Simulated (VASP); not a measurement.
# MgO (P6_3mc) in VASP: further runs, part 2 of 2

VASP 6.6.1.

### Step 4. Single point, r2SCAN

This run uses another cell than the first one, of 12.28 Å³/atom, 1.040 times its volume.

Input file POSCAR:

```
MgO
1.0
    3.3513154948      0.0000000000      0.0000000000
   -1.6756577423      2.9023243509      0.0000000000
    0.0000000000      0.0000000000      5.0484534221
Mg O
2 2
Direct
    0.3333333333      0.6666666667      0.0021597400
    0.6666666667      0.3333333333      0.5021597400
    0.3333333333      0.6666666667      0.4024402600
    0.6666666667      0.3333333333      0.9024402600
```

Input file INCAR.step1:

```
  PREC = Accurate
  ENCUT = 520
  ISMEAR = 0
  SIGMA = 0.01
  LREAL = False
  LASPH = True
  NELM = 100
  NBANDS = 16
  GGA = PE
  ALGO = Normal
  EDIFF = 1E-4
  LWAVE = True
  LCHARG = False
```

Input file INCAR.step2:

```
  PREC = Accurate
  ENCUT = 520
  EDIFF = 1E-6
  ISMEAR = 0
  SIGMA = 0.01
  LREAL = False
  LASPH = True
  NELM = 100
  ALGO = Normal
  ISIF = 2
  LWAVE = False
  LCHARG = False
  METAGGA = R2SCAN
  LMIXTAU = True
  NBANDS = 16
  ISTART = 1
```

Input file KPOINTS:

```
Automatic mesh
0
Gamma
  6 6 4
```

Potentials or basis: VASP PAW PBE potentials, release 64 (Mg, O).

The run is started by

```bash
> cat potpaw_PBE.64/Mg/POTCAR potpaw_PBE.64/O/POTCAR > POTCAR
> cp INCAR.step1 INCAR
> mpirun -np 1 vasp_std > vasp.out
> cp INCAR.step2 INCAR
> mpirun -np 1 vasp_std > vasp.out
```

OUTCAR:

```text
PREC = Accurate
   ENCUT = 520
   EDIFF = 1E-6
   ISMEAR = 0
   LREAL = False
   LASPH = True
   NELM = 100
   ISIF = 2
   METAGGA = R2SCAN
   ISTART = 1

 ion  position               nearest neighbor table
   1  0.333  0.667  0.002-   4 2.00   4 2.00   4 2.00   3 2.02   2 3.18   2 3.18   2 3.18   2 3.18
                             2 3.18   2 3.18
   2  0.667  0.333  0.502-   3 2.00   3 2.00   3 2.00   4 2.02   1 3.18   1 3.18   1 3.18   1 3.18
                             1 3.18   1 3.18
   3  0.333  0.667  0.402-   2 2.00   2 2.00   2 2.00   1 2.02
   4  0.667  0.333  0.902-   1 2.00   1 2.00   1 2.00   2 2.02

  LATTYP: Found a hexagonal cell.
 ALAT       =     3.3513154948
 C/A-ratio  =     1.5064094771

  Lattice vectors:

 A1 = (   3.3513154948,   0.0000000000,   0.0000000000)
 A2 = (  -1.6756577423,   2.9023243509,   0.0000000000)
 A3 = (   0.0000000000,   0.0000000000,   5.0484534221)

Analysis of symmetry for initial positions (statically):
=====================================================================
[... 175 lines left out ...]
 E-fermi :   0.6278     XC(G=0): -10.0193

 val. band max:        0.5317353335   @ k =   0.0000   0.0000   0.0000
 cond. band min:       4.4389981885   @ k =   0.0000   0.0000   0.0000
 fundamental gap:      3.9072628550
 Fermi energy:         0.6277850339

 k-point     1 :       0.0000    0.0000    0.0000
  band No.  band energies     occupation
      1     -16.5590      2.00000
      2     -15.8354      2.00000
      3      -2.6304      2.00000
      4      -0.2476      2.00000
      5      -0.2476      2.00000
      6       0.0887      2.00000
[... 376 lines left out ...]
      3      -2.0189      2.00000
      4      -2.0189      2.00000
      5      -1.5189      2.00000
      6      -1.5189      2.00000
[... 8 lines left out ...]
     15      17.1530      0.00000
     16      17.1530      0.00000

------------------------ aborting loop because EDIFF is reached ----------------------------------------

  FORCE on cell =-STRESS in cart. coord.  units (eV):
  Direction    XX          YY          ZZ          XY          YZ          ZX
  --------------------------------------------------------------------------------------
  -------------------------------------------------------------------------------------
  Total       -1.8563633     -1.8563633     -1.5110691     -0.0000000      0.0000000      0.0000000
  in kB      -60.5694938    -60.5694936    -49.3032223     -0.0000001      0.0000000      0.0000000
  external PRESSURE =     -56.8140699 kB  Pullay stress =       0.0000000 kB

 VOLUME and BASIS-vectors are now :
 -----------------------------------------------------------------------------
  energy-cutoff  :      520.00
  volume of cell :       49.10
      direct lattice vectors                 reciprocal lattice vectors
     3.351315495  0.000000000  0.000000000     0.298390289  0.172275714  0.000000000
    -1.675657742  2.902324351  0.000000000     0.000000000  0.344551428  0.000000000
     0.000000000  0.000000000  5.048453422     0.000000000  0.000000000  0.198080465

 POSITION                                       TOTAL-FORCE (eV/Angst)
 -----------------------------------------------------------------------------------
      0.00000      1.93488      0.01090        -0.000000      0.000000      0.065400
      1.67566      0.96744      2.53513         0.000000     -0.000000      0.065400
      0.00000      1.93488      2.03170        -0.000000      0.000000     -0.065400
      1.67566      0.96744      4.55593         0.000000      0.000000     -0.065400
 -----------------------------------------------------------------------------------
    total drift:                                0.000000      0.000000     -0.012789

  FREE ENERGIE OF THE ION-ELECTRON SYSTEM (eV)
  ---------------------------------------------------
  free  energy   TOTEN  =       -31.8140724838 eV

  energy  without entropy=      -31.8140724838  energy(sigma->0) =      -31.81407248
```

OUTCAR.step1:

```text
PREC = Accurate
   ENCUT = 520
   ISMEAR = 0
   LREAL = False
   LASPH = True
[... 626 lines left out ...]
      0.00000      1.93488      0.01090         0.000000      0.000000      0.044568
      1.67566      0.96744      2.53513         0.000000      0.000000      0.044568
      0.00000      1.93488      2.03170         0.000000     -0.000000     -0.044568
      1.67566      0.96744      4.55593        -0.000000      0.000000     -0.044568
 -----------------------------------------------------------------------------------
    total drift:                               -0.000000      0.000000     -0.003076

  FREE ENERGIE OF THE ION-ELECTRON SYSTEM (eV)
  ---------------------------------------------------
  free  energy   TOTEN  =       -23.5279583254 eV

  energy  without entropy=      -23.5279583254  energy(sigma->0) =      -23.52795833
```

It took 33 s on 1 thread of Intel Xeon 6975P-C (Granite Rapids), shared host; peak memory 0.18 GiB.

Results:

```
Free energy            : -31.8141 eV
Pressure               : -5.7 GPa
Largest force          : 0.065 eV/Å
Band gap on the k mesh : 3.91 eV, direct
```

Forces in eV/Å, atoms in the order of the input:
```
Mg   0.000  0.000  0.065
Mg   0.000  0.000  0.065
O    0.000  0.000 -0.065
O    0.000  0.000 -0.065
```

Caveat: the PAW data sets were made with another functional, which shifts forces and pressure a little. r2SCAN opens gaps a little over a GGA but as a rule still falls short of measured ones.

### Step 5. Single point, r2SCAN

This run uses another cell than the first one, of 12.51 Å³/atom, 1.060 times its volume.

Input file POSCAR:

```
MgO
1.0
    3.3726620288      0.0000000000      0.0000000000
   -1.6863310093      2.9208109916      0.0000000000
    0.0000000000      0.0000000000      5.0806100433
Mg O
2 2
Direct
    0.3333333333      0.6666666667      0.0021597400
    0.6666666667      0.3333333333      0.5021597400
    0.3333333333      0.6666666667      0.4024402600
    0.6666666667      0.3333333333      0.9024402600
```

Input file INCAR.step1:

```
SYSTEM = MgO
ALGO = Normal ; EDIFF = 1E-4
ENCUT = 520 ; GGA = PE
ISMEAR = 0 ; LASPH = .True.
LCHARG = .False. ; LREAL = .False.
LWAVE = .True. ; NBANDS = 16
NELM = 80 ; PREC = Accurate
SIGMA = 0.01
```

Input file INCAR.step2:

```
SYSTEM = MgO
ALGO = Normal ; EDIFF = 1E-6
ENCUT = 520 ; ISIF = 2
ISMEAR = 0 ; ISTART = 1
LASPH = .True. ; LCHARG = .False.
LMIXTAU = .True. ; LREAL = .False.
LWAVE = .False. ; METAGGA = R2SCAN
NBANDS = 16 ; NELM = 80
PREC = Accurate ; SIGMA = 0.01
```

Input file KPOINTS:

```
k-points
0
Gamma
  6 6 4
  0 0 0
```

The run is started by

```bash
> cat potpaw_PBE.64/Mg/POTCAR potpaw_PBE.64/O/POTCAR > POTCAR
> cp INCAR.step1 INCAR
> mpirun -np 1 vasp_std > vasp.out
> cp INCAR.step2 INCAR
> mpirun -np 1 vasp_std > vasp.out
```

It took 33 s on 1 thread of Intel Xeon 6975P-C (Granite Rapids), shared host; peak memory 0.18 GiB.

Results (log left out):

| Item | Value |
| --- | --- |
| Free energy | -31.7756 eV |
| Pressure | -7.6 GPa |
| Largest force | 0.082 eV/Å |
| Band gap on the k mesh | 3.80 eV, direct |

Forces in eV/Å, atoms in the order of the input:
```
Mg   0.000  0.000  0.082
Mg   0.000  0.000  0.082
O    0.000  0.000 -0.082
O    0.000  0.000 -0.082
```

Stress tensor (GPa, compression positive):
```
-8.12  0.00  0.00
 0.00 -8.12  0.00
 0.00  0.00 -6.68
```

Levels at points of the mesh, in eV from the valence-band top:
| k point | band 6 | band 7 | band 8 | band 9 | band 10 | band 11 |
| --- | --- | --- | --- | --- | --- | --- |
| (0.00, 0.00, 0.00) | -0.43 | -0.43 | 0.00 | 3.80 | 8.93 | 10.73 |
| (0.50, 0.00, 0.00) | -1.28 | -0.79 | -0.51 | 8.20 | 8.55 | 9.63 |
| (0.00, 0.00, 0.50) | -0.60 | -0.60 | -0.60 | 6.29 | 6.29 | 13.69 |
| (0.50, 0.00, 0.50) | -0.92 | -0.69 | -0.69 | 7.83 | 7.83 | 11.25 |

Caveat: the PAW data sets were made with another functional, which shifts forces and pressure a little.

### Step 6. Summary

```tsv
cell	gap on the mesh (eV)	pressure (GPa)	largest force (eV/Å)
a = 3.308, b = 3.308, c = 4.983 Å, angles 90.0, 90.0, 120.0°, 4 atoms	4.13	-1.1	0.03
a = 3.330, b = 3.330, c = 5.016 Å, angles 90.0, 90.0, 120.0°, 4 atoms	4.02	-3.5	0.05
a = 3.351, b = 3.351, c = 5.048 Å, angles 90.0, 90.0, 120.0°, 4 atoms	3.91	-5.7	0.07
a = 3.373, b = 3.373, c = 5.081 Å, angles 90.0, 90.0, 120.0°, 4 atoms	3.80	-7.6	0.08
```

Alike in all rows: task single point; level r2SCAN; potentials or basis VASP PAW PBE potentials, release 64 (Mg, O); no spin polarisation; k mesh 6 × 6 × 4; cutoff (eV) 520; smearing gaussian 0.01 eV.

Caveats: the PAW data sets were made with another functional, which shifts forces and pressure a little.

Total energies depend on the potentials used, so only differences within one code and one set of settings carry meaning.
